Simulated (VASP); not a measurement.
# Cs (Fd-3m) in VASP: a series of runs

The runs below take Cs through single point, relaxation of cell and atoms, with PBEsol.

All numbers are computed with VASP 6.6.1; they aren't measurements. Logs are shortened: lines on timing, memory, paths and dates and some standing lists are left out, and cuts for length are marked.

### 1 The cell of the first run

Symmetry: Fd-3m, No. 227, cubic system. The conventional cell has a = 11.035 Å, b = 11.035 Å, c = 11.035 Å, α = 90.00°, β = 90.00°, γ = 90.00°.

This isn't the form of Cs at room conditions, which is bcc.

### 2 Single point, PBEsol

Contents of INCAR:

```
SYSTEM = Cs
PREC = Accurate
ENCUT = 500
EDIFF = 1E-6
ISMEAR = -1
SIGMA = 0.1
LREAL = .FALSE.
LASPH = .TRUE.
NELM = 120
ALGO = Normal
ISIF = 2
LWAVE = .FALSE.
LCHARG = .FALSE.
GGA = PS
NBANDS = 16
GGA_COMPAT = .FALSE.
```

Contents of KPOINTS:

```
regular mesh
0
G
  4 4 4
  0 0 0
```

Contents of POSCAR:

```
Cs
1.0
    0.0000000000      5.5174043729      5.5174043729
    5.5174043729      0.0000000000      5.5174043729
    5.5174043729      5.5174043729      0.0000000000
Cs
2
Direct
    1.0000000000      1.0000000000      1.0000000000
    0.2500000000      0.2500000000      0.2500000000
```

Potentials or basis: VASP PAW PBE potentials, release 64 (Cs_sv).

Run with:

```sh
$ cat potpaw_PBE.64/Cs_sv/POTCAR > POTCAR
$ mpirun -np 1 vasp_std > vasp.out
```

OUTCAR:

```text
SYSTEM = Cs
   PREC = Accurate
   ENCUT = 500
   EDIFF = 1E-6
   ISMEAR = -1
   LREAL = .FALSE.
   LASPH = .TRUE.
   NELM = 120
   ISIF = 2
   GGA = PS

 ion  position               nearest neighbor table
   1  0.000  0.000  0.000-
   2  0.250  0.250  0.250-

  LATTYP: Found a face centered cubic cell.
 ALAT       =    11.0348087458

  Lattice vectors:

 A1 = (   0.0000000000,   5.5174043729,   5.5174043729)
 A2 = (   5.5174043729,   0.0000000000,   5.5174043729)
 A3 = (   5.5174043729,   5.5174043729,   0.0000000000)

Analysis of symmetry for initial positions (statically):
=====================================================================
 Subroutine PRICEL returns:
 Original cell was already a primitive cell.

 Routine SETGRP: Setting up the symmetry group for a
 face centered cubic supercell.

 Subroutine GETGRP returns: Found 48 space group operations
 (whereof 24 operations were pure point group operations)
 out of a pool of 48 trial point group operations.

The static configuration has the point symmetry T_d .
 The point group associated with its full space group is O_h .

Analysis of symmetry for dynamics (positions and initial velocities):
=====================================================================
 Subroutine PRICEL returns:
 Original cell was already a primitive cell.

 Routine SETGRP: Setting up the symmetry group for a
 face centered cubic supercell.

 Subroutine GETGRP returns: Found 48 space group operations
 (whereof 24 operations were pure point group operations)
 out of a pool of 48 trial point group operations.

The dynamic configuration has the point symmetry T_d .
 The point group associated with its full space group is O_h .

 Subroutine INISYM returns: Found 48 space group operations
 (whereof 24 operations are pure point group operations),
 and found     1 'primitive' translations

----------------------------------------------------------------------------------------

                                     Primitive cell

  volume of cell :     335.9189

  direct lattice vectors                    reciprocal lattice vectors
     0.000000000  5.517404373  5.517404373    -0.090622323  0.090622323  0.090622323
     5.517404373  0.000000000  5.517404373     0.090622323 -0.090622323  0.090622323
     5.517404373  5.517404373  0.000000000     0.090622323  0.090622323 -0.090622323

  length of vectors
     7.802788093  7.802788093  7.802788093     0.156962467  0.156962467  0.156962467

  position of ions in fractional coordinates (direct lattice)
     0.000000000  0.000000000  0.000000000
     0.250000000  0.250000000  0.250000000

  ion indices of the primitive-cell ions
   primitive index   ion index
                 1           1
                 2           2

----------------------------------------------------------------------------------------

 KPOINTS: regular mesh

Automatic generation of k-mesh.
 Grid dimensions read from file:
 generate k-points for:    4    4    4

 Generating k-lattice:

  Cartesian coordinates                     Fractional coordinates (reciprocal lattice)
    -0.022655581  0.022655581  0.022655581     0.250000000  0.000000000  0.000000000
     0.022655581 -0.022655581  0.022655581     0.000000000  0.250000000  0.000000000
     0.022655581  0.022655581 -0.022655581     0.000000000  0.000000000  0.250000000

  Length of vectors
     0.039240617  0.039240617  0.039240617

  Shift w.r.t. Gamma in fractional coordinates (k-lattice)
     0.000000000  0.000000000  0.000000000

 Subroutine IBZKPT returns following result:
 ===========================================

 Found      8 irreducible k-points:

 Following reciprocal coordinates:
            Coordinates               Weight
  0.000000  0.000000  0.000000      1.000000
  0.250000  0.000000  0.000000      8.000000
  0.500000  0.000000  0.000000      4.000000
  0.250000  0.250000  0.000000      6.000000
  0.500000  0.250000  0.000000     24.000000
 -0.250000  0.250000  0.000000     12.000000
  0.500000  0.500000  0.000000      3.000000
 -0.250000  0.500000  0.250000      6.000000
   k-points           NKPTS =      8   k-points in BZ     NKDIM =      8   number of bands    NBANDS=     16
   number of dos      NEDOS =    301   number of ions     NIONS =      2
   total plane-waves  NPLWV = 216000
   dimension x,y,z NGX =    60 NGY =   60 NGZ =   60
   dimension x,y,z NGXF=   120 NGYF=  120 NGZF=  120
   ions per type =               2
   NGX,Y,Z   is equivalent  to a cutoff of  12.78, 12.78, 12.78 a.u.
   NGXF,Y,Z  is equivalent  to a cutoff of  25.57, 25.57, 25.57 a.u.
 SYSTEM =  Cs
   PREC   = accura    normal or accurate (medium, high low for compatibility)
   ISTART =      0    job   : 0-new  1-cont  2-samecut
   ICHARG =      2    charge: 1-file 2-atom 10-const
   ISPIN  =      1    spin polarized calculation?
   LNONCOLLINEAR =      F non collinear calculations
   LSORBIT =      F    spin-orbit coupling
   LASPH  =      T    aspherical Exc in radial PAW
   ENCUT  =  500.0 eV  36.75 Ry    6.06 a.u.  14.23 14.23 14.23*2*pi/ulx,y,z
   NELM   =    120;   NELMIN=  2; NELMDL= -5     # of ELM steps
   EDIFF  = 0.1E-05   stopping-criterion for ELM
   LREAL  =      F    real-space projection
   EDIFFG = 0.1E-04   stopping-criterion for IOM
   NSW    =      0    number of steps for IOM
   IBRION =     -1    ionic relax: 0-MD 1-quasi-New 2-CG
   NFREE  =      0    steps in history (QN), initial steepest desc. (CG)
   ISIF   =      2    stress and relaxation
   ISYM   =      2    0-nonsym 1-usesym 2-fastsym
   POTIM  = 0.5000    time-step for ionic-motion
   TEBEG  =    0.0;   TEEND  =   0.0 temperature during run
   PSTRESS=    0.0 pullay stress
   NELECT =      18.0000    total number of electrons
   NUPDOWN=      -1.0000    fix difference up-down
   EMIN   =  10.00;   EMAX   =-10.00  energy-range for DOS
   EFERMI =   0.00;   METHOD = LEGACY
   ISMEAR =    -1;   SIGMA  =   0.10  broadening in eV -4-tet -1-fermi 0-gaus
   EFERMI_NEDOS =   21; number of points for ismear=-14 and -15
   IALGO  =     38    algorithm
   IMIX   =      4    mixing-type and parameters
     AMIX     =   0.40;   BMIX     =  1.00
     AMIX_MAG =   1.60;   BMIX_MAG =  1.00
  volume/ion in A,a.u.               =     167.96      1133.45
  Fermi-wavevector in a.u.,A,eV,Ry     =   0.617193  1.166325  5.182826  0.380927
  Thomas-Fermi vector in A             =   1.675191
   LORBIT       =      0    0 simple, 1 ext, 2 COOP (PROOUT), +10 PAW based schemes
   GGA     = PS    functional components
   LHFCALC =     F    Hartree Fock is set to
   AEXX    =    0.0000 exact exchange contribution
   IVDW    =     0    specifies the selected vdW correction
   LEPSILON=     F    determine dielectric tensor
   LRPA    =     F    only Hartree local field effects (RPA)
 non-spin polarized calculation
  energy-cutoff  :      500.00
  volume of cell :      335.92
 maximum number of plane-waves:      8609
 NGX is ok and might be reduce to    60
   NGX = 29   NGY = 29   NGZ = 29

 number of electron      17.9999998 magnetization

 Free energy of the ion-electron system (eV)
  ---------------------------------------------------
  ext. energy  EPLUGINS =         0.00000000
  ---------------------------------------------------
  free energy    TOTEN  =        -1.36274219 eV

  energy without entropy =       -1.29193229  energy(sigma->0) =       -1.32733724

 E-fermi :  -0.2901     XC(G=0):  -4.5165

 val. band max:       -0.7432092385   @ k =   0.5000   0.2500   0.0000
 cond. band min:      -0.2808340447   @ k =   0.5000   0.5000   0.0000
 fundamental gap:      0.4623751938
 Fermi energy:        -0.2900710611

 k-point     1 :       0.0000    0.0000    0.0000
  band No.  band energies     occupation
      1     -24.6508      2.00000
      2     -24.6269      2.00000
      3     -11.4824      2.00000
      4     -11.4824      2.00000
      5     -11.4824      2.00000
      6     -11.3565      2.00000
[... 8 lines left out ...]
     15       1.4842      0.00000
     16       1.4842      0.00000

 k-point     2 :       0.2500    0.0000    0.0000
  band No.  band energies     occupation
      1     -24.6483      2.00000
      2     -24.6294      2.00000
      3     -11.4892      2.00000
      4     -11.4892      2.00000
      5     -11.4806      2.00000
      6     -11.3597      2.00000
[... 8 lines left out ...]
     15       1.3122      0.00000
     16       1.5470      0.00000

 k-point     3 :       0.5000    0.0000    0.0000
  band No.  band energies     occupation
      1     -24.6448      2.00000
      2     -24.6329      2.00000
      3     -11.4955      2.00000
      4     -11.4955      2.00000
      5     -11.4790      2.00000
      6     -11.3629      2.00000
[... 8 lines left out ...]
     15       1.3301      0.00000
     16       1.7908      0.00000

 k-point     4 :       0.2500    0.2500    0.0000
  band No.  band energies     occupation
      1     -24.6473      2.00000
      2     -24.6304      2.00000
      3     -11.4967      2.00000
      4     -11.4967      2.00000
      5     -11.4648      2.00000
      6     -11.3761      2.00000
[... 8 lines left out ...]
     15       1.2715      0.00000
     16       1.4828      0.00000

 k-point     5 :       0.5000    0.2500    0.0000
  band No.  band energies     occupation
      1     -24.6431      2.00000
      2     -24.6346      2.00000
      3     -11.5074      2.00000
      4     -11.5024      2.00000
      5     -11.4506      2.00000
      6     -11.3910      2.00000
[... 8 lines left out ...]
     15       1.3746      0.00000
     16       1.7223      0.00000

 k-point     6 :      -0.2500    0.2500    0.0000
  band No.  band energies     occupation
      1     -24.6448      2.00000
      2     -24.6329      2.00000
      3     -11.5060      2.00000
      4     -11.4955      2.00000
      5     -11.4620      2.00000
      6     -11.3791      2.00000
[... 8 lines left out ...]
     15       1.4049      0.00000
     16       1.6129      0.00000

 k-point     7 :       0.5000    0.5000    0.0000
  band No.  band energies     occupation
      1     -24.6388      2.00000
      2     -24.6388      2.00000
      3     -11.5087      2.00000
      4     -11.5087      2.00000
      5     -11.4214      2.00000
      6     -11.4214      2.00000
[... 8 lines left out ...]
     15       1.4881      0.00000
     16       1.4881      0.00000

 k-point     8 :      -0.2500    0.5000    0.2500
  band No.  band energies     occupation
      1     -24.6388      2.00000
      2     -24.6388      2.00000
      3     -11.5090      2.00000
      4     -11.5090      2.00000
      5     -11.4209      2.00000
      6     -11.4209      2.00000
[... 8 lines left out ...]
     15       1.4101      0.00000
     16       1.4101      0.00000

------------------------ aborting loop because EDIFF is reached ----------------------------------------

  FORCE on cell =-STRESS in cart. coord.  units (eV):
  Direction    XX          YY          ZZ          XY          YZ          ZX
  --------------------------------------------------------------------------------------
  -------------------------------------------------------------------------------------
  Total        0.0038117      0.0038117      0.0038117      0.0000000      0.0000000     -0.0000000
  in kB        0.0181802      0.0181802      0.0181802      0.0000000      0.0000000     -0.0000000
  external PRESSURE =       0.0181802 kB  Pullay stress =       0.0000000 kB

 VOLUME and BASIS-vectors are now :
 -----------------------------------------------------------------------------
  energy-cutoff  :      500.00
  volume of cell :      335.92
      direct lattice vectors                 reciprocal lattice vectors
     0.000000000  5.517404373  5.517404373    -0.090622323  0.090622323  0.090622323
     5.517404373  0.000000000  5.517404373     0.090622323 -0.090622323  0.090622323
     5.517404373  5.517404373  0.000000000     0.090622323  0.090622323 -0.090622323

 POSITION                                       TOTAL-FORCE (eV/Angst)
 -----------------------------------------------------------------------------------
      0.00000      0.00000      0.00000        -0.000000     -0.000000     -0.000000
      2.75870      2.75870      2.75870         0.000000      0.000000      0.000000
 -----------------------------------------------------------------------------------
    total drift:                                0.000000     -0.000000     -0.000000

  FREE ENERGIE OF THE ION-ELECTRON SYSTEM (eV)
  ---------------------------------------------------
  free  energy   TOTEN  =        -1.3627421858 eV

  energy  without entropy=       -1.2919322866  energy(sigma->0) =       -1.32733724
```

Run time: 80 s. Hardware: 1 thread of Intel Xeon Platinum 8375C at 2.90GHz (Ice Lake), shared host; peak memory 0.45 GiB.

What came out:

| Item | Value |
| --- | --- |
| Free energy | -1.3627 eV |
| Pressure | 0.0 GPa |
| Band gap on the k mesh | zero (bands 9 and 10 overlap by 0.12 eV) |

Levels at points of the mesh, in eV from the Fermi level:
```csv
k point,band 7,band 8,band 9,band 10,band 11,band 12
"(0.00, 0.00, 0.00)",-11.07,-11.07,-1.40,1.31,1.31,1.36
"(0.50, 0.00, 0.00)",-11.05,-11.05,-0.58,0.01,1.10,1.10
"(0.50, 0.50, 0.00)",-11.04,-11.04,0.01,0.01,0.61,0.61
```

Caveat: the PAW data sets were made with another functional, which shifts forces and pressure a little; spin-orbit coupling is left out, which moves the levels of the heavy elements.

### 3 Relaxation of cell and atoms, PBEsol

This run uses another cell than the first one, of 145.12 Å³/atom.

Contents of INCAR:

```
SYSTEM = Cs
ALGO = Normal ; EDIFF = 1E-7
EDIFFG = -0.02 ; ENCUT = 500
GGA = PS ; GGA_COMPAT = .False.
IBRION = 2 ; ISIF = 3
ISMEAR = -1 ; LASPH = .True.
LCHARG = .False. ; LREAL = .False.
LWAVE = .False. ; NELM = 120
NELMIN = 4 ; NSW = 80
PREC = Accurate ; SIGMA = 0.1
```

Contents of KPOINTS:

```
k-points
0
Gamma
  4 4 4
  0 0 0
```

Contents of POSCAR:

```
Cs
1.0
    0.0000000000      5.2550000000      5.2550000000
    5.2550000000      0.0000000000      5.2550000000
    5.2550000000      5.2550000000      0.0000000000
Cs
2
Direct
    1.0000000000      1.0000000000      1.0000000000
    0.2500000000      0.2500000000      0.2500000000
```

Potentials or basis: VASP PAW PBE potentials, release 64 (Cs_sv).

Run with:

```sh
$ cat potpaw_PBE.64/Cs_sv/POTCAR > POTCAR
$ mpirun -np 1 vasp_std > vasp.out
```

Wall time 3.5 min (1 thread of Intel Xeon Platinum 8375C at 2.90GHz (Ice Lake), shared host); peak memory 0.39 GiB.

Results (log left out):

* Free energy: -1.3614 eV
* Relaxed volume: 169.39 Å³/atom
* Relaxed cell: a = 7.825 Å, b = 7.825 Å, c = 7.825 Å, α = 60.00°, β = 60.00°, γ = 60.00°
* Space group after relaxing (to 0.1 Å): Fd-3m (No. 227)
* Energy gained by relaxing: 8.0 meV/atom
* Ionic steps: 4
* Pressure after relaxing: 0.0 GPa
* Band gap on the k mesh: zero (bands 9 and 10 overlap by 0.12 eV)

Step by step:
| step | energy change (eV) | largest force (eV/Å) | pressure (GPa) | volume (Å³) |
| --- | --- | --- | --- | --- |
| 1 | 0.0000 | 0.0000 | 0.12 | 290.23 |
| 2 | -0.0032 | 0.0000 | 0.10 | 294.87 |
| 3 | -0.0107 | 0.0000 | 0.06 | 309.05 |
| 4 | -0.0160 | 0.0000 | 0.00 | 338.78 |

Final structure:
```
Cs
1.0
     0.00000    5.53305    5.53305
     5.53305    0.00000    5.53305
     5.53305    5.53305    0.00000
Cs
2
Direct
  0.00000 0.00000 0.00000
  0.25000 0.25000 0.25000
```

Levels at points of the mesh, in eV from the Fermi level:
| k point | band 5 | band 6 | band 7 | band 8 | band 9 | band 10 | band 11 | band 12 | band 13 |
| --- | --- | --- | --- | --- | --- | --- | --- | --- | --- |
| (0.00, 0.00, 0.00) | -11.19 | -11.07 | -11.07 | -11.07 | -1.39 | 1.32 | 1.32 | 1.36 | 1.36 |
| (0.50, 0.00, 0.00) | -11.19 | -11.07 | -11.05 | -11.05 | -0.58 | 0.02 | 1.10 | 1.10 | 1.27 |
| (0.50, 0.50, 0.00) | -11.13 | -11.13 | -11.04 | -11.04 | 0.01 | 0.01 | 0.61 | 0.61 | 1.51 |

Caveat: the volume moved by over 15 % at a fixed basis, so the end points are rough; the PAW data sets were made with another functional, which shifts forces and pressure a little; spin-orbit coupling is left out, which moves the levels of the heavy elements.

The gap in the log of VASP goes by the Fermi energy; the results here count the filled bands.